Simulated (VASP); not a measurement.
# Be2C (Fm-3m) in VASP: further runs, part 2 of 2

VASP 6.6.1.

## 3. Relaxation of cell and atoms, PBE

File INCAR:

```
ALGO = Normal
EDIFF = 1E-7
EDIFFG = -0.02
ENCUT = 600
GGA = PE
GGA_COMPAT = F
IBRION = 2
ISIF = 3
ISMEAR = 0
LASPH = T
LCHARG = F
LREAL = F
LWAVE = F
NELM = 120
NELMIN = 4
NSW = 60
PREC = Accurate
SIGMA = 0.01
```

File KPOINTS:

```
k-points
0
Gamma
  7 7 7
```

File POSCAR:

```
Be2C
1.0
    0.0000000000      2.1650000000      2.1650000000
    2.1650000000      0.0000000000      2.1650000000
    2.1650000000      2.1650000000      0.0000000000
Be C
2 1
Direct
    0.2500000000      0.2500000000      0.2500000000
    0.7500000000      0.7500000000      0.7500000000
    0.0000000000      0.0000000000      0.0000000000
```

Potentials or basis: VASP PAW PBE potentials, release 64 (Be, C).

Launch:

```bash
> cat potpaw_PBE.64/Be/POTCAR potpaw_PBE.64/C/POTCAR > POTCAR
> mpirun -np 1 vasp_std > vasp.out
```

OUTCAR:

```text
EDIFF = 1E-7
   EDIFFG = -0.02
   ENCUT = 600
   GGA = PE
   IBRION = 2
   ISIF = 3
   ISMEAR = 0
   LASPH = T
   LREAL = F
   NELM = 120
   NELMIN = 4
   NSW = 60
   PREC = Accurate

 ion  position               nearest neighbor table
   1  0.250  0.250  0.250-   3 1.87   3 1.87   3 1.87   3 1.87   2 2.17   2 2.17   2 2.17   2 2.17
                             2 2.17   2 2.17
   2  0.750  0.750  0.750-   3 1.87   3 1.87   3 1.87   3 1.87   1 2.17   1 2.17   1 2.17   1 2.17
                             1 2.17   1 2.17
   3  0.000  0.000  0.000-   2 1.87   2 1.87   2 1.87   1 1.87   2 1.87   1 1.87   1 1.87   1 1.87

[... 413 lines left out ...]
  -------------------------------------------------------------------------------------
  Total        0.0043433      0.0043433      0.0043433      0.0000000     -0.0000000      0.0000000
  in kB        0.3428674      0.3428674      0.3428674      0.0000000     -0.0000000      0.0000000
  external PRESSURE =       0.3428674 kB  Pullay stress =       0.0000000 kB

 VOLUME and BASIS-vectors are now :
 -----------------------------------------------------------------------------
  energy-cutoff  :      600.00
  volume of cell :       20.30
      direct lattice vectors                 reciprocal lattice vectors
     0.000000000  2.165000000  2.165000000    -0.230946882  0.230946882  0.230946882
     2.165000000  0.000000000  2.165000000     0.230946882 -0.230946882  0.230946882
     2.165000000  2.165000000  0.000000000     0.230946882  0.230946882 -0.230946882

 POSITION                                       TOTAL-FORCE (eV/Angst)
 -----------------------------------------------------------------------------------
      1.08250      1.08250      1.08250         0.000000      0.000000     -0.000000
      3.24750      3.24750      3.24750        -0.000000      0.000000      0.000000
      0.00000      0.00000      0.00000        -0.000000     -0.000000     -0.000000
 -----------------------------------------------------------------------------------
    total drift:                               -0.000000     -0.000000      0.000000

  FREE ENERGIE OF THE ION-ELECTRON SYSTEM (eV)
  ---------------------------------------------------
  free  energy   TOTEN  =       -17.4553411613 eV

  energy  without entropy=      -17.4553411613  energy(sigma->0) =      -17.45534116

 reached required accuracy - stopping structural energy minimisation
```

CONTCAR:

```text
Be2C
   1.00000000000000
     0.0000000000000000    2.1650000000000000    2.1650000000000000
     2.1650000000000000    0.0000000000000000    2.1650000000000000
     2.1650000000000000    2.1650000000000000    0.0000000000000000
  Be              C
     2     1
Direct
     0.2500000000000000    0.2500000000000000    0.2500000000000000
     0.7500000000000000    0.7500000000000000    0.7500000000000000
     0.0000000000000000    0.0000000000000000    0.0000000000000000

  0.00000000E+00  0.00000000E+00  0.00000000E+00
  0.00000000E+00  0.00000000E+00  0.00000000E+00
  0.00000000E+00  0.00000000E+00  0.00000000E+00
```

It took 10 s on 1 thread of Intel Xeon 8259CL, shared host; peak memory 0.1 GiB.

What came out:

| Quantity | Value |
| --- | --- |
| Free energy | -17.4553 eV |
| Pressure after relaxing | 0.0 GPa |
| Band gap on the k mesh | 1.39 eV (least direct gap 4.13 eV) |

Final structure:
```xyz
3
Lattice="0.0000 2.1650 2.1650 2.1650 0.0000 2.1650 2.1650 2.1650 0.0000" Properties=species:S:1:pos:R:3 pbc="T T T"
Be    1.0825    1.0825    1.0825
Be    3.2475    3.2475    3.2475
C     0.0000    0.0000    0.0000
```

Levels at points of the mesh, in eV from the valence-band top:
```tsv
k point	band 2	band 3	band 4	band 5	band 6	band 7
(0.00, 0.00, 0.00)	0.00	0.00	0.00	4.13	4.13	4.13
```

Caveat: the relaxation stopped at its first step, so nothing moved; an odd mesh through Γ misses points on the zone boundary, where band edges can lie. PBE gaps usually lie below the measured ones, often by a third to a half.

## 4. Single point, r2SCAN

File POSCAR:

```
Be2C
1.0
    0.0000000000      2.1641693170      2.1641693170
    2.1641693170      0.0000000000      2.1641693170
    2.1641693170      2.1641693170      0.0000000000
Be C
2 1
Direct
    0.2500000000      0.2500000000      0.2500000000
    0.7500000000      0.7500000000      0.7500000000
    0.0000000000      0.0000000000      0.0000000000
```

File INCAR.step1:

```
PREC     = Accurate       # precision mode
ENCUT    = 660            # plane-wave cutoff, eV
ISMEAR   = 0              # smearing method
SIGMA    = 0.01           # smearing width, eV
LREAL    = F              # projectors in reciprocal space
LASPH    = T              # aspherical terms in the spheres
NELM     = 120            # most SCF steps
NBANDS   = 11             # bands
GGA      = PE             # functional
ALGO     = Normal         # electronic algorithm
EDIFF    = 1E-5           # SCF threshold, eV
LWAVE    = T              # write WAVECAR
LCHARG   = F              # write CHGCAR
GGA_COMPAT= F
```

File INCAR.step2:

```
PREC     = Accurate       # precision mode
ENCUT    = 660            # plane-wave cutoff, eV
EDIFF    = 1E-6           # SCF threshold, eV
ISMEAR   = 0              # smearing method
SIGMA    = 0.01           # smearing width, eV
LREAL    = F              # projectors in reciprocal space
LASPH    = T              # aspherical terms in the spheres
NELM     = 120            # most SCF steps
ALGO     = Normal         # electronic algorithm
ISIF     = 2              # what is computed and relaxed
LWAVE    = F              # write WAVECAR
LCHARG   = F              # write CHGCAR
METAGGA  = R2SCAN         # meta-GGA
LMIXTAU  = T            
NBANDS   = 11             # bands
ISTART   = 1            
GGA_COMPAT= F
```

File KPOINTS:

```
Automatic mesh
0
Gamma
  9 9 9
```

Launch:

```bash
> cat potpaw_PBE.64/Be/POTCAR potpaw_PBE.64/C/POTCAR > POTCAR
> cp INCAR.step1 INCAR
> mpirun -np 1 vasp_std > vasp.out
> cp INCAR.step2 INCAR
> mpirun -np 1 vasp_std > vasp.out
```

It took 2.4 min on 1 thread of Intel Xeon 8259CL, shared host; peak memory 0.13 GiB.

Results (log left out):

| Quantity | Value |
| --- | --- |
| Free energy | -19.4761 eV |
| Pressure | -0.3 GPa |
| Band gap on the k mesh | 1.68 eV (least direct gap 4.62 eV) |

Levels at points of the mesh, in eV from the valence-band top:
| k point | band 2 | band 3 | band 4 | band 5 | band 6 | band 7 |
| --- | --- | --- | --- | --- | --- | --- |
| (0.00, 0.00, 0.00) | 0.00 | 0.00 | 0.00 | 4.62 | 4.62 | 4.62 |

Caveat: the PAW data sets were made with another functional, which shifts forces and pressure a little; an odd mesh through Γ misses points on the zone boundary, where band edges can lie.

## 5. Summary

| task | level | cell | k mesh | cutoff (eV) | gap on the mesh (eV) | pressure (GPa) |
| --- | --- | --- | --- | --- | --- | --- |
| single point | PBE | a = 3.061 Å, angles 60.0°, 3 atoms | 7 × 7 × 7 | 600 | 1.39 | 0.3 |
| relaxation of cell and atoms | PBE | relaxed from a = 3.062 Å, angles 60.0°, 3 atoms | 7 × 7 × 7 | 600 | 1.39 | 0.0 |
| single point | r2SCAN | a = 3.061 Å, angles 60.0°, 3 atoms | 9 × 9 × 9 | 660 | 1.68 | -0.3 |

Alike in all rows: potentials or basis VASP PAW PBE potentials, release 64 (Be, C); no spin polarisation; smearing gaussian 0.01 eV.

Caveats: an odd mesh through Γ misses points on the zone boundary, where band edges can lie; the relaxation stopped at its first step, so nothing moved (at least some runs); the PAW data sets were made with another functional, which shifts forces and pressure a little (at least some runs).

Total energies depend on the potentials used, so only differences within one code and one set of settings carry meaning.
